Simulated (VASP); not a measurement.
# Er3O (Pm-3m) in VASP: a series of runs, part 2 of 2

VASP 6.6.1.

## 4. Relaxation of cell and atoms, PBE

This run uses another cell than the first one, of 23.58 Å³/atom.

INCAR reads:

```
SYSTEM = Er3O
PREC = Accurate ; ENCUT = 600
EDIFF = 1E-7 ; ISMEAR = 0
SIGMA = 0.1 ; LREAL = .False.
LASPH = .True. ; NELM = 200
ALGO = Normal ; ISIF = 3
LWAVE = .False. ; LCHARG = .False.
GGA = PE ; IBRION = 2
NSW = 100 ; EDIFFG = -0.01
GGA_COMPAT = .False. ; NELMIN = 4
LMAXMIX = 6
```

KPOINTS reads:

```
regular mesh
0
Gamma
  10 10 10
  0 0 0
```

POSCAR reads:

```
Er3O
1.0
    4.5517753046      0.0000000000      0.0000000000
    0.0000000000      4.5517753046      0.0000000000
    0.0000000000      0.0000000000      4.5517753046
Er O
3 1
Direct
    0.0000000000      0.5000000000      0.5000000000
    0.5000000000      0.0000000000      0.5000000000
    0.5000000000      0.5000000000      0.0000000000
    0.0000000000      0.0000000000      0.0000000000
```

Potentials or basis: VASP PAW PBE potentials, release 64 (Er_3, O), 4f in core.

Launch:

```bash
cat potpaw_PBE.64/Er_3/POTCAR potpaw_PBE.64/O/POTCAR > POTCAR
mpirun -np 1 vasp_std > vasp.out
```

OUTCAR:

```text
SYSTEM = Er3O
   PREC = Accurate
   ENCUT = 600
   EDIFF = 1E-7
   ISMEAR = 0
   LREAL = .False.
   LASPH = .True.
   NELM = 200
   ISIF = 3
   GGA = PE
   IBRION = 2
   NSW = 100
   EDIFFG = -0.01
   NELMIN = 4

 ion  position               nearest neighbor table
   1  0.000  0.500  0.500-   2 3.22   3 3.22   3 3.22   2 3.22   2 3.22   3 3.22   3 3.22   2 3.22

   2  0.500  0.000  0.500-   1 3.22   3 3.22   3 3.22   1 3.22   3 3.22   3 3.22   1 3.22   1 3.22

   3  0.500  0.500  0.000-   1 3.22   2 3.22   1 3.22   2 3.22   2 3.22   2 3.22   1 3.22   1 3.22

   4  0.000  0.000  0.000-

  LATTYP: Found a simple cubic cell.
 ALAT       =     4.5517753046

  Lattice vectors:

 A1 = (   4.5517753046,   0.0000000000,   0.0000000000)
 A2 = (   0.0000000000,   4.5517753046,   0.0000000000)
 A3 = (   0.0000000000,   0.0000000000,   4.5517753046)

Analysis of symmetry for initial positions (statically):
=====================================================================
 Subroutine PRICEL returns:
 Original cell was already a primitive cell.

 Routine SETGRP: Setting up the symmetry group for a
 simple cubic supercell.

 Subroutine GETGRP returns: Found 48 space group operations
 (whereof 48 operations were pure point group operations)
 out of a pool of 48 trial point group operations.

The static configuration has the point symmetry O_h .

Analysis of symmetry for dynamics (positions and initial velocities):
=====================================================================
 Subroutine PRICEL returns:
 Original cell was already a primitive cell.

[... 182 lines left out ...]
 -----------------------------------------------------------------------------------
      0.00000      2.27589      2.27589         0.000000      0.000000      0.000000
      2.27589      0.00000      2.27589         0.000000      0.000000      0.000000
      2.27589      2.27589      0.00000         0.000000      0.000000      0.000000
      0.00000      0.00000      0.00000         0.000000      0.000000      0.000000
 -----------------------------------------------------------------------------------
    total drift:                                0.000000      0.000000      0.000000

  FREE ENERGIE OF THE ION-ELECTRON SYSTEM (eV)
  ---------------------------------------------------
  free  energy   TOTEN  =       -17.9440373630 eV

  energy  without entropy=      -17.9172928652  energy(sigma->0) =      -17.93066511

--------------------------------------- Ionic step        2  -------------------------------------------

 number of electron      33.0000003 magnetization

 Free energy of the ion-electron system (eV)
  ---------------------------------------------------
  ext. energy  EPLUGINS =         0.00000000
  ---------------------------------------------------
  free energy    TOTEN  =       -17.94408596 eV

  energy without entropy =      -17.91751467  energy(sigma->0) =      -17.93080031

 E-fermi :   3.3538     XC(G=0): -10.1685

 val. band max:        3.3448931916   @ k =   0.3000   0.3000   0.0000
 cond. band min:       3.3586118830   @ k =   0.3000   0.3000   0.1000
 fundamental gap:      0.0137186913
 Fermi energy:         3.3537873221

 k-point     1 :       0.0000    0.0000    0.0000
  band No.  band energies     occupation
      1     -21.8462      2.00000
      2     -21.8462      2.00000
      3     -21.8462      2.00000
      4     -21.3622      2.00000
      5     -21.3622      2.00000
      6     -21.3622      2.00000
[... 541 lines left out ...]
     19       3.7226      0.00000
     20       3.8438      0.00000

 [... further k-points ...]

------------------------ aborting loop because EDIFF is reached ----------------------------------------

  FORCE on cell =-STRESS in cart. coord.  units (eV):
  Direction    XX          YY          ZZ          XY          YZ          ZX
  --------------------------------------------------------------------------------------
  -------------------------------------------------------------------------------------
  Total       -0.0044884     -0.0044884     -0.0044884      0.0000000      0.0000000      0.0000000
  in kB       -0.0763950     -0.0763950     -0.0763950      0.0000000      0.0000000      0.0000000
  external PRESSURE =      -0.0763950 kB  Pullay stress =       0.0000000 kB

 VOLUME and BASIS-vectors are now :
 -----------------------------------------------------------------------------
  energy-cutoff  :      600.00
  volume of cell :       94.13
      direct lattice vectors                 reciprocal lattice vectors
     4.548974397 -0.000000000 -0.000000000     0.219829771  0.000000000 -0.000000000
    -0.000000000  4.548974397 -0.000000000     0.000000000  0.219829771  0.000000000
     0.000000000 -0.000000000  4.548974397     0.000000000  0.000000000  0.219829771

 POSITION                                       TOTAL-FORCE (eV/Angst)
 -----------------------------------------------------------------------------------
     -0.00000      2.27449      2.27449        -0.000000     -0.000000      0.000000
      2.27449     -0.00000      2.27449         0.000000     -0.000000      0.000000
      2.27449      2.27449     -0.00000         0.000000      0.000000      0.000000
      0.00000      0.00000      0.00000         0.000000      0.000000      0.000000
 -----------------------------------------------------------------------------------
    total drift:                                0.000000      0.000000      0.000000

  FREE ENERGIE OF THE ION-ELECTRON SYSTEM (eV)
  ---------------------------------------------------
  free  energy   TOTEN  =       -17.9440859550 eV

  energy  without entropy=      -17.9175146726  energy(sigma->0) =      -17.93080031

 reached required accuracy - stopping structural energy minimisation
```

OSZICAR:

```text
N       E                     dE             d eps       ncg     rms          rms(c)
DAV:   1     0.218036289069E+03    0.21804E+03   -0.15140E+04  3800   0.180E+03
DAV:   2     0.118771369931E+02   -0.20616E+03   -0.20178E+03  3844   0.903E+02
DAV:   3    -0.142622623042E+02   -0.26139E+02   -0.24032E+02  3948   0.200E+02
DAV:   4    -0.186343201126E+02   -0.43721E+01   -0.39348E+01  4024   0.478E+01
[... 19 lines left out ...]
DAV:   5    -0.179440842828E+02   -0.24430E-05   -0.24749E-05  4072   0.617E-02    0.105E-02
DAV:   6    -0.179440862694E+02   -0.19867E-05   -0.37828E-06  3476   0.222E-02    0.392E-03
DAV:   7    -0.179440860831E+02    0.18631E-06   -0.92543E-07  2968   0.897E-03    0.225E-03
DAV:   8    -0.179440859737E+02    0.10942E-06   -0.68515E-08  1612   0.664E-03    0.416E-04
DAV:   9    -0.179440859550E+02    0.18663E-07   -0.41131E-08  1600   0.556E-03
   2 F= -.17944086E+02 E0= -.17930800E+02  d E =-.485921E-04
```

It took 2.8 min on 1 thread of Intel Xeon Platinum 8488C (Sapphire Rapids), shared host; peak memory 0.29 GiB.

Results:

- Free energy: -17.9441 eV
- Relaxed volume: 23.53 Å³/atom
- Relaxed cell: a = 4.549 Å, b = 4.549 Å, c = 4.549 Å, α = 90.00°, β = 90.00°, γ = 90.00°
- Space group after relaxing (to 0.1 Å): Pm-3m (No. 221)
- Energy gained by relaxing: 0.0 meV/atom
- Ionic steps: 2
- Pressure after relaxing: 0.0 GPa

Final structure:
```
CELL_PARAMETERS angstrom
4.54897 0.00000 0.00000
0.00000 4.54897 0.00000
0.00000 0.00000 4.54897
ATOMIC_POSITIONS crystal
Er 0.00000 0.50000 0.50000
Er 0.50000 0.00000 0.50000
Er 0.50000 0.50000 0.00000
O 0.00000 0.00000 0.00000
```

Caveat: the highest band is partly filled, so the run has too few bands; spin-orbit coupling is left out, which moves the levels of the heavy elements; the 4f electrons are frozen in the core, so they carry no moment and show no levels; the run has no spin polarisation, though such a crystal can be magnetic. Spin polarisation is off, so any magnetic state and its effect on volume and gap are missing.

## 5. Single point, PBE

This run uses another cell than the first one: it holds 8 atoms, not 4.

INCAR reads:

```
SYSTEM = Er3O
PREC = Accurate ; ENCUT = 600
EDIFF = 1E-6 ; ISMEAR = 0
SIGMA = 0.2 ; LREAL = .FALSE.
LASPH = .TRUE. ; NELM = 200
ALGO = Normal ; ISIF = 2
LWAVE = .FALSE. ; LCHARG = .FALSE.
GGA = PE ; NBANDS = 43
GGA_COMPAT = .FALSE. ; LMAXMIX = 6
```

KPOINTS reads:

```
regular mesh
0
G
  6 6 4
  0 0 0
```

POSCAR reads:

```
Er3O
1.0
    4.5339024304      0.0000000000      0.0000000000
    0.0000000000      4.5339024304      0.0000000000
    0.0000000000      0.0000000000      9.0678048608
Er O
6 2
Direct
    0.0000000000      0.5000000000      0.2500000000
    0.0000000000      0.5000000000      0.7500000000
    0.5000000000      0.0000000000      0.2500000000
    0.5000000000      0.0000000000      0.7500000000
    0.5000000000      0.5000000000      0.0000000000
    0.5000000000      0.5000000000      0.5000000000
    0.0000000000      0.0000000000      0.5000000000
    0.0000000000      0.0000000000      0.0000000000
```

Potentials or basis: VASP PAW PBE potentials, release 64 (Er_3, O), 4f in core.

Launch:

```bash
cat potpaw_PBE.64/Er_3/POTCAR potpaw_PBE.64/O/POTCAR > POTCAR
mpirun -np 1 vasp_std > vasp.out
```

OUTCAR:

```text
SYSTEM = Er3O
   PREC = Accurate
   ENCUT = 600
   EDIFF = 1E-6
   ISMEAR = 0
   LREAL = .FALSE.
   LASPH = .TRUE.
   NELM = 200
   ISIF = 2
   GGA = PE

 ion  position               nearest neighbor table
   1  0.000  0.500  0.250-   3 3.21   5 3.21   6 3.21   3 3.21   3 3.21   5 3.21   6 3.21   3 3.21

   2  0.000  0.500  0.750-   4 3.21   5 3.21   6 3.21   4 3.21   4 3.21   5 3.21   6 3.21   4 3.21

   3  0.500  0.000  0.250-   1 3.21   5 3.21   6 3.21   1 3.21   5 3.21   6 3.21   1 3.21   1 3.21

   4  0.500  0.000  0.750-   2 3.21   5 3.21   6 3.21   2 3.21   5 3.21   6 3.21   2 3.21   2 3.21

   5  0.500  0.500  0.000-   1 3.21   2 3.21   3 3.21   4 3.21   3 3.21   4 3.21   1 3.21   2 3.21

   6  0.500  0.500  0.500-   1 3.21   2 3.21   3 3.21   4 3.21   3 3.21   4 3.21   1 3.21   2 3.21

   7  0.000  0.000  0.500-
   8  0.000  0.000  0.000-

  LATTYP: Found a simple tetragonal cell.
 ALAT       =     4.5339024304
 C/A-ratio  =     2.0000000000

  Lattice vectors:

 A1 = (   4.5339024304,   0.0000000000,   0.0000000000)
 A2 = (   0.0000000000,   4.5339024304,   0.0000000000)
 A3 = (   0.0000000000,   0.0000000000,   9.0678048608)

Analysis of symmetry for initial positions (statically):
=====================================================================
 Subroutine PRICEL returns following result:

  LATTYP: Found a simple cubic cell.
 ALAT       =     4.5339024304

  Lattice vectors:

 A1 = (   4.5339024304,   0.0000000000,   0.0000000000)
 A2 = (   0.0000000000,   4.5339024304,   0.0000000000)
 A3 = (   0.0000000000,   0.0000000000,   4.5339024304)

   2 primitive cells build up your supercell.

 Routine SETGRP: Setting up the symmetry group for a
 simple tetragonal supercell.

 Subroutine GETGRP returns: Found 16 space group operations
 (whereof 16 operations were pure point group operations)
 out of a pool of 16 trial point group operations.

The static configuration has the point symmetry D_4h.

Analysis of symmetry for dynamics (positions and initial velocities):
=====================================================================
 Subroutine PRICEL returns following result:

  LATTYP: Found a simple cubic cell.
 ALAT       =     4.5339024304

  Lattice vectors:

 A1 = (   4.5339024304,   0.0000000000,   0.0000000000)
 A2 = (   0.0000000000,   4.5339024304,   0.0000000000)
 A3 = (   0.0000000000,   0.0000000000,   4.5339024304)

   2 primitive cells build up your supercell.

 Routine SETGRP: Setting up the symmetry group for a
 simple tetragonal supercell.

 Subroutine GETGRP returns: Found 16 space group operations
 (whereof 16 operations were pure point group operations)
 out of a pool of 16 trial point group operations.

The dynamic configuration has the point symmetry D_4h.

 Subroutine INISYM returns: Found 16 space group operations
 (whereof 16 operations are pure point group operations),
 and found     2 'primitive' translations

----------------------------------------------------------------------------------------

                                     Primitive cell

  volume of cell :      93.2001

[... 49 lines left out ...]
  0.000000  0.000000  0.000000      1.000000
  0.166667  0.000000  0.000000      4.000000
  0.333333  0.000000  0.000000      4.000000
  0.500000  0.000000  0.000000      2.000000
  0.166667  0.166667  0.000000      4.000000
  0.333333  0.166667  0.000000      8.000000
[... 16 lines left out ...]
  0.333333  0.000000  0.500000      4.000000
  0.500000  0.000000  0.500000      2.000000
 [... further k-points ...]
   k-points           NKPTS =     30   k-points in BZ     NKDIM =     30   number of bands    NBANDS=     43
   number of dos      NEDOS =    301   number of ions     NIONS =      8
   total plane-waves  NPLWV =  93312
   dimension x,y,z NGX =    36 NGY =   36 NGZ =   72
   dimension x,y,z NGXF=    72 NGYF=   72 NGZF=  144
   ions per type =               6   2
   NGX,Y,Z   is equivalent  to a cutoff of  13.20, 13.20, 13.20 a.u.
   NGXF,Y,Z  is equivalent  to a cutoff of  26.40, 26.40, 26.40 a.u.
 SYSTEM =  Er3O
   PREC   = accura    normal or accurate (medium, high low for compatibility)
   ISTART =      0    job   : 0-new  1-cont  2-samecut
   ICHARG =      2    charge: 1-file 2-atom 10-const
   ISPIN  =      1    spin polarized calculation?
   LNONCOLLINEAR =      F non collinear calculations
   LSORBIT =      F    spin-orbit coupling
   LASPH  =      T    aspherical Exc in radial PAW
   ENCUT  =  600.0 eV  44.10 Ry    6.64 a.u.   9.06  9.06 18.11*2*pi/ulx,y,z
   NELM   =    200;   NELMIN=  2; NELMDL= -5     # of ELM steps
   EDIFF  = 0.1E-05   stopping-criterion for ELM
   LREAL  =      F    real-space projection
   EDIFFG = 0.1E-04   stopping-criterion for IOM
   NSW    =      0    number of steps for IOM
   IBRION =     -1    ionic relax: 0-MD 1-quasi-New 2-CG
   NFREE  =      0    steps in history (QN), initial steepest desc. (CG)
   ISIF   =      2    stress and relaxation
   ISYM   =      2    0-nonsym 1-usesym 2-fastsym
   POTIM  = 0.5000    time-step for ionic-motion
   TEBEG  =    0.0;   TEEND  =   0.0 temperature during run
   PSTRESS=    0.0 pullay stress
   NELECT =      66.0000    total number of electrons
   NUPDOWN=      -1.0000    fix difference up-down
   EMIN   =  10.00;   EMAX   =-10.00  energy-range for DOS
   EFERMI =   0.00;   METHOD = LEGACY
   ISMEAR =     0;   SIGMA  =   0.20  broadening in eV -4-tet -1-fermi 0-gaus
   EFERMI_NEDOS =   21; number of points for ismear=-14 and -15
   IALGO  =     38    algorithm
   IMIX   =      4    mixing-type and parameters
     AMIX     =   0.40;   BMIX     =  1.00
     AMIX_MAG =   1.60;   BMIX_MAG =  1.00
  volume/ion in A,a.u.               =      23.30       157.24
  Fermi-wavevector in a.u.,A,eV,Ry     =   1.158174  2.188632 18.250420  1.341368
  Thomas-Fermi vector in A             =   2.294779
   LORBIT       =      0    0 simple, 1 ext, 2 COOP (PROOUT), +10 PAW based schemes
   GGA     = PE    functional components
   LHFCALC =     F    Hartree Fock is set to
   AEXX    =    0.0000 exact exchange contribution
   IVDW    =     0    specifies the selected vdW correction
   LEPSILON=     F    determine dielectric tensor
   LRPA    =     F    only Hartree local field effects (RPA)
 non-spin polarized calculation
 Gauss-broadening in eV      SIGMA  =   0.20
  energy-cutoff  :      600.00
  volume of cell :      186.40
 maximum number of plane-waves:      6250
   NGX = 19   NGY = 19   NGZ = 37

 number of electron      66.0000001 magnetization

 Free energy of the ion-electron system (eV)
  ---------------------------------------------------
  ext. energy  EPLUGINS =         0.00000000
  ---------------------------------------------------
  free energy    TOTEN  =       -35.95107689 eV

  energy without entropy =      -35.72141486  energy(sigma->0) =      -35.83624587

 E-fermi :   3.4104     XC(G=0): -10.2115

 val. band max:        3.4055111344   @ k =   0.3333   0.0000   0.0000
 cond. band min:       3.4130154093   @ k =   0.1667   0.1667   0.0000
 fundamental gap:      0.0075042749
 Fermi energy:         3.4104107326

 k-point     1 :       0.0000    0.0000    0.0000
  band No.  band energies     occupation
      1     -21.7774      2.00000
      2     -21.7768      2.00000
      3     -21.7768      2.00000
      4     -21.6007      2.00000
      5     -21.6007      2.00000
      6     -21.4712      2.00000
[... 1093 lines left out ...]
     42       5.0730      0.00000
     43       5.0806      0.00000

 [... further k-points ...]

------------------------ aborting loop because EDIFF is reached ----------------------------------------

  FORCE on cell =-STRESS in cart. coord.  units (eV):
  Direction    XX          YY          ZZ          XY          YZ          ZX
  --------------------------------------------------------------------------------------
  -------------------------------------------------------------------------------------
  Total        0.5725585      0.5725585      0.7933411      0.0000000      0.0000000      0.0000000
  in kB        4.9213468      4.9213468      6.8190528      0.0000000      0.0000000      0.0000000
  external PRESSURE =       5.5539155 kB  Pullay stress =       0.0000000 kB

 VOLUME and BASIS-vectors are now :
 -----------------------------------------------------------------------------
  energy-cutoff  :      600.00
  volume of cell :      186.40
      direct lattice vectors                 reciprocal lattice vectors
     4.533902430  0.000000000  0.000000000     0.220560547  0.000000000  0.000000000
     0.000000000  4.533902430  0.000000000     0.000000000  0.220560547  0.000000000
     0.000000000  0.000000000  9.067804861     0.000000000  0.000000000  0.110280273

 POSITION                                       TOTAL-FORCE (eV/Angst)
 -----------------------------------------------------------------------------------
      0.00000      2.26695      2.26695        -0.000000      0.000000     -0.000000
      0.00000      2.26695      6.80085        -0.000000      0.000000      0.000000
      2.26695      0.00000      2.26695        -0.000000      0.000000     -0.000000
      2.26695      0.00000      6.80085        -0.000000      0.000000      0.000000
      2.26695      2.26695      0.00000        -0.000000     -0.000000      0.000000
      2.26695      2.26695      4.53390        -0.000000     -0.000000      0.000000
      0.00000      0.00000      4.53390         0.000000      0.000000      0.000000
      0.00000      0.00000      0.00000         0.000000      0.000000     -0.000000
 -----------------------------------------------------------------------------------
    total drift:                                0.000000      0.000000      0.000000

  FREE ENERGIE OF THE ION-ELECTRON SYSTEM (eV)
  ---------------------------------------------------
  free  energy   TOTEN  =       -35.9510768890 eV

  energy  without entropy=      -35.7214148575  energy(sigma->0) =      -35.83624587
```

Wall time 5.1 min (1 thread of Intel Xeon Platinum 8488C (Sapphire Rapids), shared host); peak memory 0.41 GiB.

What came out:

| Quantity | Value |
| --- | --- |
| Free energy | -35.9511 eV |
| Pressure | 0.6 GPa |
| Band gap on the k mesh | zero (bands 33 and 34 overlap by 1.30 eV) |

Caveat: spin-orbit coupling is left out, which moves the levels of the heavy elements; the 4f electrons are frozen in the core, so they carry no moment and show no levels; the run has no spin polarisation, though such a crystal can be magnetic. With open d or f shells a metallic result of PBE can be an artefact of self-interaction; +U or a hybrid may open a gap.

## 6. Summary

```csv
task,cell,k mesh,smearing,gap on the mesh (eV),pressure (GPa),relaxed volume (Å³/atom)
relaxation of cell and atoms,"relaxed from a = 4.437 Å, 4 atoms, atomic positions A",4 × 4 × 4,gaussian 0.1 eV,-,0.0,23.72
single point,"a = 4.534 Å, 4 atoms, atomic positions A",10 × 10 × 10,gaussian 0.1 eV,none,0.5,-
relaxation of cell and atoms,"relaxed from a = 4.552 Å, 4 atoms, atomic positions A",10 × 10 × 10,gaussian 0.1 eV,-,0.0,23.53
single point,"a = 4.534, b = 4.534, c = 9.068 Å, 8 atoms, atomic positions B",6 × 6 × 4,gaussian 0.2 eV,none,0.6,-
```

Alike in all rows: level PBE; potentials or basis VASP PAW PBE potentials, release 64 (Er_3, O), 4f in core; no spin polarisation; cutoff (eV) 600.

Caveats: spin-orbit coupling is left out, which moves the levels of the heavy elements; the 4f electrons are frozen in the core, so they carry no moment and show no levels; the run has no spin polarisation, though such a crystal can be magnetic; the highest band is partly filled, so the run has too few bands (at least some runs); an odd number of electrons without spin polarisation forces a metal (at least some runs); a magnetic or distorted state may lie lower (at least some runs).

Absolute energies hang on the potentials; compare differences alone.
